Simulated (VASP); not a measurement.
Write the native input for VASP 6.6.1 that does the following.

```
Task                   : electric field gradients
Functional             : LDA
Potentials or basis    : VASP PAW LDA potentials, release 64 (Au)
Cutoff                 : 520 eV
k mesh                 : 14 × 14 × 8
Occupations            : fermi-dirac, width 0.03 eV
Spin                   : no spin polarisation
Dipole correction      : no
Further INCAR settings : ALGO = Normal; EDIFF = 1e-08; NBANDS = 18
```

The structure of Au lies in POSCAR:

```
Au
1.0
    2.8407981581      0.0000000000      0.0000000000
   -1.4203990791      2.4602033720      0.0000000000
    0.0000000000      0.0000000000      4.7803802105
Au
2
Direct
    0.3333333333      0.6666666667      0.7500000000
    0.6666666667      0.3333333333      0.2500000000
```

This isn't the form of Au at room conditions, which is fcc.

One way to write it, as run:

INCAR

```
SYSTEM = Au
PREC = Accurate
ENCUT = 520
EDIFF = 1E-8
ISMEAR = -1
SIGMA = 0.03
LREAL = .FALSE.
LASPH = .TRUE.
NELM = 80
ALGO = Normal
ISIF = 2
LWAVE = .FALSE.
LCHARG = .FALSE.
LEFG = .TRUE.
NBANDS = 18
```

KPOINTS

```
Automatic mesh
0
G
  14 14 8
  0 0 0
```

Potentials or basis: VASP PAW LDA potentials, release 64 (Au).

Command:

```bash
$ cat potpaw_LDA.64/Au/POTCAR > POTCAR
$ mpirun -np 1 vasp_std > vasp.out
```

Results of the run:

```yaml
Pressure: -0.8 GPa
Band_gap_on_the_k_mesh: zero (bands 11 and 12 overlap by 6.67 eV)
Largest_electric_field_gradient_by_atom: Au +31.2 V/Å²
```

Caveat: without QUAD_EFG the Cq values of the log hold for a quadrupole moment of 1 mb, not for the nuclei; spin-orbit coupling is left out, which moves the levels of the heavy elements.

Run time: 65 s on 1 thread of Intel Xeon 8259CL (shared host), peak memory 0.18 GiB.
